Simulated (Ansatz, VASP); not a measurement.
# Two plane-wave programs on CdH3

INCAR

```
SYSTEM = CdH3
ALGO = Normal
EDIFF = 1E-7
EDIFFG = -0.01
ENCUT = 600
GGA = PE
IBRION = 2
ISIF = 3
ISMEAR = 0
LASPH = .TRUE.
LCHARG = .FALSE.
LREAL = .FALSE.
LWAVE = .FALSE.
NELM = 60
NSW = 100
PREC = Accurate
SIGMA = 0.1
```

KPOINTS

```
k-points
0
G
  14 14 14
  0 0 0
```

File POSCAR:

```
CdH3
1.0
    3.2399858990      0.0000000000      0.0000000000
    0.0000000000      3.2399858990      0.0000000000
    0.0000000000      0.0000000000      3.2399858990
Cd H
1 3
Direct
    0.0000000000      0.0000000000      0.0000000000
    0.0000000000      0.5000000000      0.5000000000
    0.5000000000      0.0000000000      0.5000000000
    0.5000000000      0.5000000000      0.0000000000
```

Input for Ansatz:

```yaml
crystal:
  lattice:
    - [3.239985899, 0.0, 0.0]
    - [0.0, 3.239985899, 0.0]
    - [0.0, 0.0, 3.239985899]
  atoms:
    - { symbol: Cd, position: [0.0, 0.0, 0.0] }
    - { symbol: H, position: [0.0, 0.5, 0.5] }
    - { symbol: H, position: [0.5, 0.0, 0.5] }
    - { symbol: H, position: [0.5, 0.5, 0.0] }
basis:
  ecutwfc: 420
kpoints:
  mp_grid: { grid: [14, 14, 14] }
hamiltonian:
  xc: pbe
scf:
  occupations: { method: gaussian, width: 0.1 }
output:
  forces: true
  stress: true
  eigenvalues: true
relax:
  adjacent_minimum: "off"
  f_tol: 0.01
  max_steps: 80
  cell: { stress_tol: 0.05 }
```

Alike in both runs: task relaxation of cell and atoms; functional PBE; k mesh 14 × 14 × 14; occupations gaussian, width 0.1 eV; no spin polarisation.

```csv
,VASP,Ansatz
version,VASP 6.6.1,Ansatz 0.2.0
potentials or method,"VASP PAW PBE potentials, release 64 (Cd, H), cutoff 600 eV","scalar-relativistic, plane waves, PAW"
valence electrons in the cell,15,23
```

|  | VASP | Ansatz | Ansatz less VASP |
| --- | --- | --- | --- |
| gap on the k mesh at the Fermi level, each at its own relaxed structure (eV) | none | none | - |
| relaxed volume (Å³/atom) | 8.50 | 8.47 | -0.035 |
| relaxed cell length with the largest relative difference (Å) | 3.240 | 3.236 | -0.0045 |

A gap of «none» marks a metal or a gap that the smearing closes. VASP's potentials hold 15 valence electrons a cell and Ansatz's 23, so a difference there can come from the potentials and not from the codes.

Noted on VASP's run: the relaxation stopped at its first step, so nothing moved.
